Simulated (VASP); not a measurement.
# InP (F-43m) in VASP: further runs

InP is run at these levels: LDA; tasks: single point.

Everything below comes from runs of VASP 6.6.1. Logs are shortened: lines on timing, memory, paths and dates and some standing lists are left out, and cuts for length are marked.

## Step 1: The cell of the first run

Symmetry: F-43m, No. 216, cubic system. Conventional cell: a = 5.543 Å, b = 5.543 Å, c = 5.543 Å, α = 90.00°, β = 90.00°, γ = 90.00°. In (site symmetry -43m) has 4 P at 2.40 Å within 3.2 Å. P (site symmetry -43m) has 4 In at 2.40 Å within 3.2 Å.

## Step 2: Single point, LDA

INCAR

```
SYSTEM = InP
PREC = Accurate
ENCUT = 520
EDIFF = 1E-6
ISMEAR = 0
SIGMA = 0.01
LREAL = .FALSE.
LASPH = .TRUE.
NELM = 60
ALGO = Normal
ISIF = 2
LWAVE = .FALSE.
LCHARG = .FALSE.
GGA = CA
NBANDS = 16
```

KPOINTS

```
regular mesh
0
G
  8 8 8
  0 0 0
```

POSCAR

```
InP
1.0
    2.7716184652      2.7716184652      0.0000000000
   -2.7716184652      2.7716184652      0.0000000000
    0.0000000000      2.7716184652      2.7716184652
In P
1 1
Direct
    0.0000000000      0.0000000000      0.0000000000
    0.7500000000      0.2500000000      0.5000000000
```

Potentials or basis: VASP PAW LDA potentials, release 64 (In_d, P).

Launch:

```console
cat potpaw_LDA.64/In_d/POTCAR potpaw_LDA.64/P/POTCAR > POTCAR
mpirun -np 1 vasp_std > vasp.out
```

OUTCAR:

```text
SYSTEM = InP
   PREC = Accurate
   ENCUT = 520
   EDIFF = 1E-6
   ISMEAR = 0
   LREAL = .FALSE.
   LASPH = .TRUE.
   NELM = 60
   ISIF = 2
   GGA = CA

 ion  position               nearest neighbor table
   1  0.000  0.000  0.000-   2 2.40   2 2.40   2 2.40   2 2.40
   2  0.750  0.250  0.500-   1 2.40   1 2.40   1 2.40   1 2.40

  LATTYP: Found a face centered cubic cell.
 ALAT       =     5.5432369304

  Lattice vectors:

 A1 = (   0.0000000000,   2.7716184652,   2.7716184652)
 A2 = (   2.7716184652,   0.0000000000,   2.7716184652)
 A3 = (   2.7716184652,   2.7716184652,   0.0000000000)

Analysis of symmetry for initial positions (statically):
=====================================================================
 Subroutine PRICEL returns:
 Original cell was already a primitive cell.

 Routine SETGRP: Setting up the symmetry group for a
 face centered cubic supercell.

 Subroutine GETGRP returns: Found 24 space group operations
 (whereof 24 operations were pure point group operations)
 out of a pool of 48 trial point group operations.

The static configuration has the point symmetry T_d .

Analysis of symmetry for dynamics (positions and initial velocities):
=====================================================================
 Subroutine PRICEL returns:
 Original cell was already a primitive cell.

 Routine SETGRP: Setting up the symmetry group for a
 face centered cubic supercell.

 Subroutine GETGRP returns: Found 24 space group operations
 (whereof 24 operations were pure point group operations)
 out of a pool of 48 trial point group operations.

The dynamic configuration has the point symmetry T_d .

 Subroutine INISYM returns: Found 24 space group operations
 (whereof 24 operations are pure point group operations),
 and found     1 'primitive' translations

----------------------------------------------------------------------------------------

                                     Primitive cell

  volume of cell :      42.5824

  direct lattice vectors                    reciprocal lattice vectors
     2.771618465  2.771618465  0.000000000     0.180400010  0.180400010 -0.180400010
    -2.771618465  2.771618465  0.000000000    -0.180400010  0.180400010 -0.180400010
     0.000000000  2.771618465  2.771618465     0.000000000  0.000000000  0.360800021

  length of vectors
     3.919660423  3.919660423  3.919660423     0.312461984  0.312461984  0.360800021

  position of ions in fractional coordinates (direct lattice)
     0.000000000  0.000000000  0.000000000
     0.750000000  0.250000000  0.500000000

  ion indices of the primitive-cell ions
   primitive index   ion index
                 1           1
                 2           2

----------------------------------------------------------------------------------------

 KPOINTS: regular mesh

Automatic generation of k-mesh.
 Grid dimensions read from file:
 generate k-points for:    8    8    8

 Generating k-lattice:

  Cartesian coordinates                     Fractional coordinates (reciprocal lattice)
     0.022550001  0.022550001 -0.022550001     0.125000000  0.000000000  0.000000000
    -0.022550001  0.022550001 -0.022550001     0.000000000  0.125000000  0.000000000
     0.000000000  0.000000000  0.045100003     0.000000000  0.000000000  0.125000000

  Length of vectors
     0.039057748  0.039057748  0.045100003

  Shift w.r.t. Gamma in fractional coordinates (k-lattice)
     0.000000000  0.000000000  0.000000000

 Subroutine IBZKPT returns following result:
 ===========================================

 Found     29 irreducible k-points:

 Following reciprocal coordinates:
            Coordinates               Weight
  0.000000  0.000000  0.000000      1.000000
  0.125000  0.000000  0.000000      8.000000
  0.250000  0.000000  0.000000      8.000000
  0.375000  0.000000  0.000000      8.000000
  0.500000  0.000000  0.000000      4.000000
  0.125000  0.125000  0.000000     12.000000
[... 16 lines left out ...]
  0.375000  0.250000  0.125000     48.000000
  0.500000  0.250000  0.125000     24.000000
 [... further k-points ...]
   k-points           NKPTS =     29   k-points in BZ     NKDIM =     29   number of bands    NBANDS=     16
   number of dos      NEDOS =    301   number of ions     NIONS =      2
   total plane-waves  NPLWV =  27000
   dimension x,y,z NGX =    30 NGY =   30 NGZ =   30
   dimension x,y,z NGXF=    60 NGYF=   60 NGZF=   60
   ions per type =               1   1
   NGX,Y,Z   is equivalent  to a cutoff of  12.72, 12.72, 12.72 a.u.
   NGXF,Y,Z  is equivalent  to a cutoff of  25.45, 25.45, 25.45 a.u.
 SYSTEM =  InP
   PREC   = accura    normal or accurate (medium, high low for compatibility)
   ISTART =      0    job   : 0-new  1-cont  2-samecut
   ICHARG =      2    charge: 1-file 2-atom 10-const
   ISPIN  =      1    spin polarized calculation?
   LNONCOLLINEAR =      F non collinear calculations
   LSORBIT =      F    spin-orbit coupling
   LASPH  =      T    aspherical Exc in radial PAW
   ENCUT  =  520.0 eV  38.22 Ry    6.18 a.u.   7.29  7.29  7.29*2*pi/ulx,y,z
   NELM   =     60;   NELMIN=  2; NELMDL= -5     # of ELM steps
   EDIFF  = 0.1E-05   stopping-criterion for ELM
   LREAL  =      F    real-space projection
   EDIFFG = 0.1E-04   stopping-criterion for IOM
   NSW    =      0    number of steps for IOM
   IBRION =     -1    ionic relax: 0-MD 1-quasi-New 2-CG
   NFREE  =      0    steps in history (QN), initial steepest desc. (CG)
   ISIF   =      2    stress and relaxation
   ISYM   =      2    0-nonsym 1-usesym 2-fastsym
   POTIM  = 0.5000    time-step for ionic-motion
   TEBEG  =    0.0;   TEEND  =   0.0 temperature during run
   PSTRESS=    0.0 pullay stress
   NELECT =      18.0000    total number of electrons
   NUPDOWN=      -1.0000    fix difference up-down
   EMIN   =  10.00;   EMAX   =-10.00  energy-range for DOS
   EFERMI =   0.00;   METHOD = LEGACY
   ISMEAR =     0;   SIGMA  =   0.01  broadening in eV -4-tet -1-fermi 0-gaus
   EFERMI_NEDOS =   21; number of points for ismear=-14 and -15
   IALGO  =     38    algorithm
   IMIX   =      4    mixing-type and parameters
     AMIX     =   0.40;   BMIX     =  1.00
     AMIX_MAG =   1.60;   BMIX_MAG =  1.00
  volume/ion in A,a.u.               =      21.29       143.68
  Fermi-wavevector in a.u.,A,eV,Ry     =   1.228633  2.321780 20.538530  1.509539
  Thomas-Fermi vector in A             =   2.363551
   LORBIT       =      0    0 simple, 1 ext, 2 COOP (PROOUT), +10 PAW based schemes
   GGA     = CA    functional components
   LHFCALC =     F    Hartree Fock is set to
   AEXX    =    0.0000 exact exchange contribution
   IVDW    =     0    specifies the selected vdW correction
   LEPSILON=     F    determine dielectric tensor
   LRPA    =     F    only Hartree local field effects (RPA)
 non-spin polarized calculation
 Gauss-broadening in eV      SIGMA  =   0.01
  energy-cutoff  :      520.00
  volume of cell :       42.58
 maximum number of plane-waves:      1162
 NGX is ok and might be reduce to    30
   NGX = 15   NGY = 15   NGZ = 15

 number of electron      18.0000008 magnetization

 Free energy of the ion-electron system (eV)
  ---------------------------------------------------
  ext. energy  EPLUGINS =         0.00000000
  ---------------------------------------------------
  free energy    TOTEN  =        -9.38773307 eV

  energy without entropy =       -9.38773307  energy(sigma->0) =       -9.38773307

 E-fermi :   7.1789     XC(G=0): -10.3518

 val. band max:        7.0556013421   @ k =   0.0000   0.0000   0.0000
 cond. band min:       8.3333702579   @ k =   0.5000   0.5000   0.0000
 fundamental gap:      1.2777689158
 Fermi energy:         7.1788561474

 k-point     1 :       0.0000    0.0000    0.0000
  band No.  band energies     occupation
      1      -7.6238      2.00000
      2      -7.6238      2.00000
      3      -7.6238      2.00000
      4      -7.3645      2.00000
      5      -7.3645      2.00000
      6      -5.7881      2.00000
[... 8 lines left out ...]
     15      16.7533      0.00000
     16      16.7533      0.00000

 k-point     2 :       0.1250    0.0000    0.0000
  band No.  band energies     occupation
      1      -7.6640      2.00000
      2      -7.6108      2.00000
      3      -7.6108      2.00000
      4      -7.3647      2.00000
      5      -7.3647      2.00000
      6      -5.5521      2.00000
[... 8 lines left out ...]
     15      15.9534      0.00000
     16      16.8993      0.00000

 k-point     3 :       0.2500    0.0000    0.0000
  band No.  band energies     occupation
      1      -7.7473      2.00000
      2      -7.5833      2.00000
      3      -7.5833      2.00000
      4      -7.3605      2.00000
      5      -7.3605      2.00000
      6      -4.8960      2.00000
[... 8 lines left out ...]
     15      15.7054      0.00000
     16      16.3096      0.00000

 k-point     4 :       0.3750    0.0000    0.0000
  band No.  band energies     occupation
      1      -7.8187      2.00000
      2      -7.5633      2.00000
      3      -7.5633      2.00000
      4      -7.3482      2.00000
      5      -7.3482      2.00000
      6      -3.9816      2.00000
[... 8 lines left out ...]
     15      16.7971      0.00000
     16      16.7971      0.00000
[... 324 lines left out ...]
 k-point    22 :       0.2500    0.2500    0.1250
  band No.  band energies     occupation
      1      -7.8067      2.00000
      2      -7.5505      2.00000
      3      -7.5387      2.00000
      4      -7.3966      2.00000
      5      -7.3379      2.00000
      6      -4.3585      2.00000
[... 8 lines left out ...]
     15      17.6380      0.00000
     16      19.3026      0.00000

 k-point    23 :       0.3750    0.2500    0.1250
  band No.  band energies     occupation
      1      -7.8455      2.00000
      2      -7.5421      2.00000
      3      -7.5134      2.00000
      4      -7.3896      2.00000
      5      -7.3377      2.00000
      6      -3.5092      2.00000
[... 8 lines left out ...]
     15      18.4013      0.00000
     16      18.9263      0.00000

 k-point    24 :       0.5000    0.2500    0.1250
  band No.  band energies     occupation
      1      -7.8595      2.00000
      2      -7.5415      2.00000
      3      -7.5049      2.00000
      4      -7.3783      2.00000
      5      -7.3423      2.00000
      6      -2.9808      2.00000
[... 8 lines left out ...]
     15      17.9983      0.00000
     16      18.9588      0.00000

 [... further k-points ...]
[... 5 lines left out ...]
  --------------------------------------------------------------------------------------
  -------------------------------------------------------------------------------------
  Total        3.9906924      3.9906924      3.9906924      0.0000000     -0.0000000      0.0000000
  in kB      150.1510936    150.1510936    150.1510936      0.0000000     -0.0000000      0.0000000
  external PRESSURE =     150.1510936 kB  Pullay stress =       0.0000000 kB

 VOLUME and BASIS-vectors are now :
 -----------------------------------------------------------------------------
  energy-cutoff  :      520.00
  volume of cell :       42.58
      direct lattice vectors                 reciprocal lattice vectors
     2.771618465  2.771618465  0.000000000     0.180400010  0.180400010 -0.180400010
    -2.771618465  2.771618465  0.000000000    -0.180400010  0.180400010 -0.180400010
     0.000000000  2.771618465  2.771618465     0.000000000  0.000000000  0.360800021

 POSITION                                       TOTAL-FORCE (eV/Angst)
 -----------------------------------------------------------------------------------
      0.00000      0.00000      0.00000         0.000000      0.000000     -0.000000
      1.38581      4.15743      1.38581         0.000000     -0.000000      0.000000
 -----------------------------------------------------------------------------------
    total drift:                               -0.000000     -0.000000     -0.000000

  FREE ENERGIE OF THE ION-ELECTRON SYSTEM (eV)
  ---------------------------------------------------
  free  energy   TOTEN  =        -9.3877330658 eV

  energy  without entropy=       -9.3877330658  energy(sigma->0) =       -9.38773307
```

Wall time 16 s (1 thread of Intel Xeon 6975P-C (Granite Rapids), shared host); peak memory 0.15 GiB.

What came out:

```yaml
Free_energy: -9.3877 eV
Pressure: 15.0 GPa
Band_gap_on_the_k_mesh: 1.28 eV, indirect (least direct gap 1.39 eV)
```

Caveat: spin-orbit coupling is left out, which moves the levels of the heavy elements. A k mesh can miss the band edges.

[end of part 1 of 2]
